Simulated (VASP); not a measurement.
NbH2, 3 atoms in the cell. The cell holds a sheet with vacuum, 3 atoms: a = 2.733 Å, b = 2.733 Å, c = 26.082 Å, α = 90.00°, β = 90.00°, γ = 90.00°. 

| Property | Result |
| --- | --- |
| Program | VASP 6.6.1 |
| Task | single point |
| Functional | PBEsol |
| Potentials or basis | VASP PAW PBE potentials, release 64 (Nb_sv, H) |
| Cutoff | 520 eV |
| k mesh | 16 × 16 × 1 |
| Occupations | gaussian, width 0.1 eV |
| Spin | no spin polarisation |
| Dipole correction | yes |
| Further INCAR settings | ALGO = Normal; EDIFF = 1e-06; NBANDS = 14 |

Potentials or basis: VASP PAW PBE potentials, release 64 (Nb_sv, H).

Launch:

```console
$ cat potpaw_PBE.64/Nb_sv/POTCAR potpaw_PBE.64/H/POTCAR > POTCAR
$ mpirun -np 1 vasp_std > vasp.out
```

Hardware: 1 thread of AMD EPYC 7R13 Processor (Zen 3), with other jobs on the host.

Estimate the wall time of this run.

It took 2.4 min on 1 thread of AMD EPYC 7R13 Processor (Zen 3), on a shared host, peak memory 0.3 GiB. Counts: scf iterations 21, k points 45.
